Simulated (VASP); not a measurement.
# Mn (Pm-3m) in VASP: a series of runs, part 2 of 2

VASP 6.6.1. The steps go on from the part before.

## (4) Single point, revPBE (volume scaled by 1.08)

Contents of INCAR:

```
PREC = Accurate
ENCUT = 520
EDIFF = 1E-6
ISMEAR = -1
SIGMA = 0.1
LREAL = False
LASPH = True
NELM = 100
ALGO = Normal
ISIF = 2
LWAVE = False
LCHARG = False
GGA = RE
NBANDS = 12
```

Contents of KPOINTS:

```
Automatic mesh
0
Gamma
  15 15 15
```

Contents of POSCAR:

```
Mn
1.0
    2.3570674986      0.0000000000      0.0000000000
    0.0000000000      2.3570674986      0.0000000000
    0.0000000000      0.0000000000      2.3570674986
Mn
1
Direct
    0.0000000000      0.0000000000      0.0000000000
```

Potentials or basis: VASP PAW PBE potentials, release 64 (Mn_pv).

Run with:

```
> cat potpaw_PBE.64/Mn_pv/POTCAR > POTCAR
> mpirun -np 1 vasp_std > vasp.out
```

OUTCAR:

```text
PREC = Accurate
   ENCUT = 520
   EDIFF = 1E-6
   ISMEAR = -1
   LREAL = False
   LASPH = True
   NELM = 100
   ISIF = 2
   GGA = RE

 ion  position               nearest neighbor table
   1  0.000  0.000  0.000-

  LATTYP: Found a simple cubic cell.
 ALAT       =     2.3570674986

  Lattice vectors:

 A1 = (   2.3570674986,   0.0000000000,   0.0000000000)
 A2 = (   0.0000000000,   2.3570674986,   0.0000000000)
 A3 = (   0.0000000000,   0.0000000000,   2.3570674986)

Analysis of symmetry for initial positions (statically):
=====================================================================
 Subroutine PRICEL returns:
 Original cell was already a primitive cell.

 Routine SETGRP: Setting up the symmetry group for a
 simple cubic supercell.

 Subroutine GETGRP returns: Found 48 space group operations
 (whereof 48 operations were pure point group operations)
 out of a pool of 48 trial point group operations.

The static configuration has the point symmetry O_h .

Analysis of symmetry for dynamics (positions and initial velocities):
=====================================================================
 Subroutine PRICEL returns:
 Original cell was already a primitive cell.

 Routine SETGRP: Setting up the symmetry group for a
 simple cubic supercell.

 Subroutine GETGRP returns: Found 48 space group operations
 (whereof 48 operations were pure point group operations)
 out of a pool of 48 trial point group operations.

The dynamic configuration has the point symmetry O_h .

 Subroutine INISYM returns: Found 48 space group operations
 (whereof 48 operations are pure point group operations),
 and found     1 'primitive' translations

----------------------------------------------------------------------------------------

                                     Primitive cell

  volume of cell :      13.0953

  direct lattice vectors                    reciprocal lattice vectors
     2.357067499  0.000000000  0.000000000     0.424255988  0.000000000  0.000000000
     0.000000000  2.357067499  0.000000000     0.000000000  0.424255988  0.000000000
     0.000000000  0.000000000  2.357067499     0.000000000  0.000000000  0.424255988

  length of vectors
     2.357067499  2.357067499  2.357067499     0.424255988  0.424255988  0.424255988

  position of ions in fractional coordinates (direct lattice)
     0.000000000  0.000000000  0.000000000

  ion indices of the primitive-cell ions
   primitive index   ion index
                 1           1

----------------------------------------------------------------------------------------

 KPOINTS: Automatic mesh

Automatic generation of k-mesh.
 Grid dimensions read from file:
 generate k-points for:   15   15   15

 Generating k-lattice:

  Cartesian coordinates                     Fractional coordinates (reciprocal lattice)
     0.028283733  0.000000000  0.000000000     0.066666667  0.000000000  0.000000000
     0.000000000  0.028283733  0.000000000     0.000000000  0.066666667  0.000000000
     0.000000000  0.000000000  0.028283733     0.000000000  0.000000000  0.066666667

  Length of vectors
     0.028283733  0.028283733  0.028283733

  Shift w.r.t. Gamma in fractional coordinates (k-lattice)
     0.000000000  0.000000000  0.000000000

 Subroutine IBZKPT returns following result:
 ===========================================

 Found    120 irreducible k-points:

 Following reciprocal coordinates:
            Coordinates               Weight
  0.000000  0.000000  0.000000      1.000000
  0.066667  0.000000  0.000000      6.000000
  0.133333  0.000000  0.000000      6.000000
  0.200000  0.000000  0.000000      6.000000
  0.266667  0.000000  0.000000      6.000000
  0.333333  0.000000  0.000000      6.000000
[... 16 lines left out ...]
  0.266667  0.200000  0.000000     24.000000
  0.333333  0.200000  0.000000     24.000000
 [... further k-points ...]
   k-points           NKPTS =    120   k-points in BZ     NKDIM =    120   number of bands    NBANDS=     12
   number of dos      NEDOS =    301   number of ions     NIONS =      1
   total plane-waves  NPLWV =   5832
   dimension x,y,z NGX =    18 NGY =   18 NGZ =   18
   dimension x,y,z NGXF=    36 NGYF=   36 NGZF=   36
   ions per type =               1
   NGX,Y,Z   is equivalent  to a cutoff of  12.70, 12.70, 12.70 a.u.
   NGXF,Y,Z  is equivalent  to a cutoff of  25.39, 25.39, 25.39 a.u.
 SYSTEM =  unknown system
   PREC   = accura    normal or accurate (medium, high low for compatibility)
   ISTART =      0    job   : 0-new  1-cont  2-samecut
   ICHARG =      2    charge: 1-file 2-atom 10-const
   ISPIN  =      1    spin polarized calculation?
   LNONCOLLINEAR =      F non collinear calculations
   LSORBIT =      F    spin-orbit coupling
   LASPH  =      T    aspherical Exc in radial PAW
   ENCUT  =  520.0 eV  38.22 Ry    6.18 a.u.   4.38  4.38  4.38*2*pi/ulx,y,z
   NELM   =    100;   NELMIN=  2; NELMDL= -5     # of ELM steps
   EDIFF  = 0.1E-05   stopping-criterion for ELM
   LREAL  =      F    real-space projection
   EDIFFG = 0.1E-04   stopping-criterion for IOM
   NSW    =      0    number of steps for IOM
   IBRION =     -1    ionic relax: 0-MD 1-quasi-New 2-CG
   NFREE  =      0    steps in history (QN), initial steepest desc. (CG)
   ISIF   =      2    stress and relaxation
   ISYM   =      2    0-nonsym 1-usesym 2-fastsym
   POTIM  = 0.5000    time-step for ionic-motion
   TEBEG  =    0.0;   TEEND  =   0.0 temperature during run
   PSTRESS=    0.0 pullay stress
   NELECT =      13.0000    total number of electrons
   NUPDOWN=      -1.0000    fix difference up-down
   EMIN   =  10.00;   EMAX   =-10.00  energy-range for DOS
   EFERMI =   0.00;   METHOD = LEGACY
   ISMEAR =    -1;   SIGMA  =   0.10  broadening in eV -4-tet -1-fermi 0-gaus
   EFERMI_NEDOS =   21; number of points for ismear=-14 and -15
   IALGO  =     38    algorithm
   IMIX   =      4    mixing-type and parameters
     AMIX     =   0.40;   BMIX     =  1.00
     AMIX_MAG =   1.60;   BMIX_MAG =  1.00
  volume/ion in A,a.u.               =      13.10        88.37
  Fermi-wavevector in a.u.,A,eV,Ry     =   1.633117  3.086143 36.287700  2.667071
  Thomas-Fermi vector in A             =   2.724975
   LORBIT       =      0    0 simple, 1 ext, 2 COOP (PROOUT), +10 PAW based schemes
   GGA     = RE    functional components
   LHFCALC =     F    Hartree Fock is set to
   AEXX    =    0.0000 exact exchange contribution
   IVDW    =     0    specifies the selected vdW correction
   LEPSILON=     F    determine dielectric tensor
   LRPA    =     F    only Hartree local field effects (RPA)
 non-spin polarized calculation
  energy-cutoff  :      520.00
  volume of cell :       13.10
 maximum number of plane-waves:       365
 NGX is ok and might be reduce to    18
   NGX =  9   NGY =  9   NGZ =  9

 number of electron      12.9999969 magnetization

 Free energy of the ion-electron system (eV)
  ---------------------------------------------------
  ext. energy  EPLUGINS =         0.00000000
  ---------------------------------------------------
  free energy    TOTEN  =        -7.62465878 eV

  energy without entropy =       -7.55409340  energy(sigma->0) =       -7.58937609

 E-fermi :   8.3413     XC(G=0): -12.6570

 val. band max:        8.3401963954   @ k =   0.4667   0.3333   0.2667
 cond. band min:       8.3431334189   @ k =   0.4000   0.0000   0.0000
 fundamental gap:      0.0029370235
 Fermi energy:         8.3413166609

 k-point     1 :       0.0000    0.0000    0.0000
  band No.  band energies     occupation
      1     -39.4704      2.00000
      2     -39.4704      2.00000
      3     -39.4704      2.00000
      4       0.7830      2.00000
      5       5.0937      2.00000
      6       5.0937      2.00000
      7       9.7752      0.00000
      8       9.7752      0.00000
      9       9.7752      0.00000
     10      27.5288      0.00000
     11      27.5288      0.00000
     12      27.5288      0.00000

 k-point     2 :       0.0667    0.0000    0.0000
  band No.  band energies     occupation
      1     -39.4991      2.00000
      2     -39.4680      2.00000
      3     -39.4680      2.00000
      4       0.9179      2.00000
      5       5.1193      2.00000
      6       5.1768      2.00000
      7       9.6985      0.00000
      8       9.6985      0.00000
      9       9.7812      0.00000
     10      26.1001      0.00000
     11      27.7275      0.00000
     12      27.7275      0.00000
[... 316 lines left out ...]
 k-point    24 :       0.3333    0.2000    0.0000
  band No.  band energies     occupation
      1     -39.9312      2.00000
      2     -39.6470      2.00000
      3     -39.4096      2.00000
      4       4.3007      2.00000
      5       5.9078      2.00000
      6       6.9264      2.00000
      7       8.6612      0.07841
      8       8.8072      0.01877
      9       9.3594      0.00008
     10      17.4982      0.00000
     11      24.2843      0.00000
     12      31.7627      0.00000

 [... further k-points ...]
[... 5 lines left out ...]
  --------------------------------------------------------------------------------------
  -------------------------------------------------------------------------------------
  Total       -1.0523045     -1.0523045     -1.0523045     -0.0000000     -0.0000000      0.0000000
  in kB     -128.7466499   -128.7466499   -128.7466499     -0.0000000     -0.0000000      0.0000000
  external PRESSURE =    -128.7466499 kB  Pullay stress =       0.0000000 kB

 VOLUME and BASIS-vectors are now :
 -----------------------------------------------------------------------------
  energy-cutoff  :      520.00
  volume of cell :       13.10
      direct lattice vectors                 reciprocal lattice vectors
     2.357067499  0.000000000  0.000000000     0.424255988  0.000000000  0.000000000
     0.000000000  2.357067499  0.000000000     0.000000000  0.424255988  0.000000000
     0.000000000  0.000000000  2.357067499     0.000000000  0.000000000  0.424255988

 POSITION                                       TOTAL-FORCE (eV/Angst)
 -----------------------------------------------------------------------------------
      0.00000      0.00000      0.00000         0.000000      0.000000      0.000000
 -----------------------------------------------------------------------------------
    total drift:                                0.000000      0.000000      0.000000

  FREE ENERGIE OF THE ION-ELECTRON SYSTEM (eV)
  ---------------------------------------------------
  free  energy   TOTEN  =        -7.6246587829 eV

  energy  without entropy=       -7.5540933968  energy(sigma->0) =       -7.58937609
```

It took 7.8 s on 1 thread of Intel Xeon Platinum 8488C (Sapphire Rapids), shared host; peak memory 0.13 GiB.

Results:

```
Free energy : -7.6247 eV
Pressure    : -12.9 GPa
```

Caveat: the PAW data sets were made with another functional, which shifts forces and pressure a little; the run has no spin polarisation, though such a crystal can be magnetic. Spin polarisation is off, so any magnetic state and its effect on volume and gap are missing.

## (5) Single point, revPBE (volume scaled by 1.12)

Contents of INCAR:

```
PREC = Accurate ; ENCUT = 520
EDIFF = 1E-6 ; ISMEAR = -1
SIGMA = 0.1 ; LREAL = F
LASPH = T ; NELM = 100
ALGO = Normal ; ISIF = 2
LWAVE = F ; LCHARG = F
GGA = RE ; NBANDS = 12
```

KPOINTS is that of step 4.

Contents of POSCAR:

```
Mn
1.0
    2.3858150574      0.0000000000      0.0000000000
    0.0000000000      2.3858150574      0.0000000000
    0.0000000000      0.0000000000      2.3858150574
Mn
1
Direct
    0.0000000000      0.0000000000      0.0000000000
```

Potentials or basis: VASP PAW PBE potentials, release 64 (Mn_pv).

Run with:

```
> cat potpaw_PBE.64/Mn_pv/POTCAR > POTCAR
> mpirun -np 1 vasp_std > vasp.out
```

OUTCAR:

```text
PREC = Accurate
   ENCUT = 520
   EDIFF = 1E-6
   ISMEAR = -1
   LREAL = F
   LASPH = T
   NELM = 100
   ISIF = 2
   GGA = RE

 ion  position               nearest neighbor table
   1  0.000  0.000  0.000-

  LATTYP: Found a simple cubic cell.
 ALAT       =     2.3858150574

  Lattice vectors:

 A1 = (   2.3858150574,   0.0000000000,   0.0000000000)
 A2 = (   0.0000000000,   2.3858150574,   0.0000000000)
 A3 = (   0.0000000000,   0.0000000000,   2.3858150574)

[... 528 lines left out ...]
      3     -39.8646      2.00000
      4       3.9752      2.00000
      5       5.5804      2.00000
      6       6.5440      2.00000
      7       8.2080      0.08873
      8       8.3366      0.02534
      9       8.8685      0.00013
     10      16.7699      0.00000
     11      23.4490      0.00000
     12      30.8612      0.00000

 [... further k-points ...]
[... 5 lines left out ...]
  --------------------------------------------------------------------------------------
  -------------------------------------------------------------------------------------
  Total       -1.4862309     -1.4862309     -1.4862309     -0.0000000     -0.0000000      0.0000000
  in kB     -175.3422368   -175.3422368   -175.3422368     -0.0000000     -0.0000000      0.0000000
  external PRESSURE =    -175.3422368 kB  Pullay stress =       0.0000000 kB

 VOLUME and BASIS-vectors are now :
 -----------------------------------------------------------------------------
  energy-cutoff  :      520.00
  volume of cell :       13.58
      direct lattice vectors                 reciprocal lattice vectors
     2.385815057  0.000000000  0.000000000     0.419143972  0.000000000  0.000000000
     0.000000000  2.385815057  0.000000000     0.000000000  0.419143972  0.000000000
     0.000000000  0.000000000  2.385815057     0.000000000  0.000000000  0.419143972

 POSITION                                       TOTAL-FORCE (eV/Angst)
 -----------------------------------------------------------------------------------
      0.00000      0.00000      0.00000         0.000000      0.000000      0.000000
 -----------------------------------------------------------------------------------
    total drift:                                0.000000      0.000000      0.000000

  FREE ENERGIE OF THE ION-ELECTRON SYSTEM (eV)
  ---------------------------------------------------
  free  energy   TOTEN  =        -7.5785517429 eV

  energy  without entropy=       -7.5045186582  energy(sigma->0) =       -7.54153520
```

OSZICAR:

```text
N       E                     dE             d eps       ncg     rms          rms(c)
DAV:   1     0.859242265675E+02    0.85924E+02   -0.80192E+03  2896   0.133E+03
DAV:   2    -0.711207406901E+01   -0.93036E+02   -0.89313E+02  2964   0.316E+02
DAV:   3    -0.875504975555E+01   -0.16430E+01   -0.16356E+01  3132   0.497E+01
DAV:   4    -0.876817230013E+01   -0.13123E-01   -0.13122E-01  3128   0.433E+00
DAV:   5    -0.876839924835E+01   -0.22695E-03   -0.22695E-03  3080   0.567E-01    0.977E+00
DAV:   6    -0.767965871225E+01    0.10887E+01   -0.53714E+00  3036   0.381E+01    0.252E+00
DAV:   7    -0.758202774233E+01    0.97631E-01   -0.35780E-01  3036   0.101E+01    0.876E-01
DAV:   8    -0.757851434578E+01    0.35134E-02   -0.43364E-03  3064   0.801E-01    0.257E-01
DAV:   9    -0.757857578557E+01   -0.61440E-04   -0.67639E-04  3048   0.344E-01    0.262E-02
DAV:  10    -0.757855197362E+01    0.23812E-04   -0.13435E-05  3116   0.487E-02    0.227E-03
DAV:  11    -0.757855174288E+01    0.23074E-06   -0.31600E-07  1776   0.737E-03
   1 F= -.75785517E+01 E0= -.75415352E+01  d E =-.740331E-01
```

It took 7.7 s on 1 thread of Intel Xeon Platinum 8488C (Sapphire Rapids), shared host; peak memory 0.13 GiB.

Results:

```
Free energy : -7.5786 eV
Pressure    : -17.5 GPa
```

Caveat: the PAW data sets were made with another functional, which shifts forces and pressure a little; the run has no spin polarisation, though such a crystal can be magnetic. Spin polarisation is off, so any magnetic state and its effect on volume and gap are missing.

## (6) The runs side by side

```csv
cell,gap on the mesh (eV),pressure (GPa)
"a = 2.297 Å, 1 atom",none,0.2
"a = 2.328 Å, 1 atom",none,-7.1
"a = 2.357 Å, 1 atom",none,-12.9
"a = 2.386 Å, 1 atom",none,-17.5
```

Alike in all rows: task single point; level revPBE; potentials or basis VASP PAW PBE potentials, release 64 (Mn_pv); no spin polarisation; k mesh 15 × 15 × 15; cutoff (eV) 520; smearing fermi-dirac 0.1 eV.

Caveats: the PAW data sets were made with another functional, which shifts forces and pressure a little; the run has no spin polarisation, though such a crystal can be magnetic.

Absolute energies hang on the potentials; compare differences alone.
